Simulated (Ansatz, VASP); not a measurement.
Mg in VASP and in Ansatz

The input INCAR:

```
ALGO     = Normal         # electronic algorithm
EDIFF    = 1E-6           # SCF threshold, eV
ENCUT    = 520            # plane-wave cutoff, eV
GGA      = PE             # functional
ISIF     = 2              # what is computed and relaxed
ISMEAR   = -1             # smearing method
LASPH    = T              # aspherical terms in the spheres
LCHARG   = F              # write CHGCAR
LREAL    = F              # projectors in reciprocal space
LWAVE    = F              # write WAVECAR
NBANDS   = 12             # bands
NELM     = 60             # most SCF steps
PREC     = Accurate       # precision mode
SIGMA    = 0.08           # smearing width, eV
```

The input KPOINTS:

```
k-points
0
Gamma
  11 11 3
```

File POSCAR:

```
Mg
1.0
    2.9037342735      0.0000000000      0.0000000000
   -1.4518671368      2.5147076467      0.0000000000
    0.0000000000      0.0000000000      9.4447039155
Mg
4
Direct
    0.0000000000      0.0000000000      0.0000000000
    0.0000000000      0.0000000000      0.5000000000
    0.3333333333      0.6666666667      0.2500000000
    0.6666666667      0.3333333333      0.7500000000
```

Input for Ansatz:

```yaml
crystal:
  lattice:
    - [2.9037342735, 0.0, 0.0]
    - [-1.4518671368, 2.5147076467, 0.0]
    - [0.0, 0.0, 9.4447039155]
  atoms:
    - { symbol: Mg, position: [0.0, 0.0, 0.0] }
    - { symbol: Mg, position: [0.0, 0.0, 0.5] }
    - { symbol: Mg, position: [0.3333333333, 0.6666666667, 0.25] }
    - { symbol: Mg, position: [0.6666666667, 0.3333333333, 0.75] }
kpoints:
  mp_grid: { grid: [11, 11, 3] }
scf:
  occupations: { method: fermi_dirac, width: 0.08 }
hamiltonian:
  xc: pbe
  pseudopotentials: { kind: all_electron, lapw: { basis_error: 0.001 } }
output:
  forces: true
  stress: true
  eigenvalues: true
  populations: true
```

Change from the starting cell: volume scaled by 0.75, LAPW.

Alike in both runs: task single point; functional PBE; k mesh 11 × 11 × 3; occupations fermi-dirac, width 0.08 eV; no spin polarisation.

|  | VASP | Ansatz |
| --- | --- | --- |
| version | VASP 6.6.1 | Ansatz 0.2.0 |
| potentials or method | VASP PAW PBE potentials, release 64 (Mg), cutoff 520 eV | all-electron LAPW, scalar-relativistic |

|  | VASP | Ansatz | Ansatz less VASP |
| --- | --- | --- | --- |
| pressure (GPa) | 18.2 | 18.1 | -0.05 |
| traceless stress, the component that is largest in VASP (GPa) | -0.14 | -0.14 | +0.002 |

Ansatz ran all-electron here, and VASP with PAW potentials.
